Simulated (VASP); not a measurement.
Input of a VASP 6.6.1 run:

The input INCAR:

```
  PREC = Accurate
  ENCUT = 520
  EDIFF = 1E-7
  ISMEAR = 0
  SIGMA = 0.1
  LREAL = F
  LASPH = T
  NELM = 80
  ALGO = Normal
  ISIF = 2
  LWAVE = F
  LCHARG = F
  GGA = PE
  NBANDS = 24
```

KPOINTS

```
Automatic mesh
0
Gamma
  18 18 8
```

File POSCAR:

```
TaN
1.0
    2.9168996769      0.0000000000      0.0000000000
   -1.4584498385      2.5261092205      0.0000000000
    0.0000000000      0.0000000000      5.9142266377
Ta N
2 2
Direct
    0.0000000000      0.0000000000      0.0000000000
    0.0000000000      0.0000000000      0.5000000000
    0.3333333333      0.6666666667      0.2500000000
    0.6666666667      0.3333333333      0.7500000000
```

Potentials or basis: VASP PAW PBE potentials, release 64 (Ta_pv, N).

Command:

```sh
$ cat potpaw_PBE.64/Ta_pv/POTCAR potpaw_PBE.64/N/POTCAR > POTCAR
$ mpirun -np 1 vasp_std > vasp.out
```

Question: Estimate the pressure.

Answer: 0.8 GPa.

Question: What does it give for the band gap on the k mesh?

Answer: Zero (band 16 reaches 8.69 eV, above the bottom of band 17 at 7.70 eV).

Stress tensor (GPa, compression positive):
```
0.76 0.00 0.00
0.00 0.76 0.00
0.00 0.00 0.88
```

Caveat: spin-orbit coupling is left out, which moves the levels of the heavy elements.
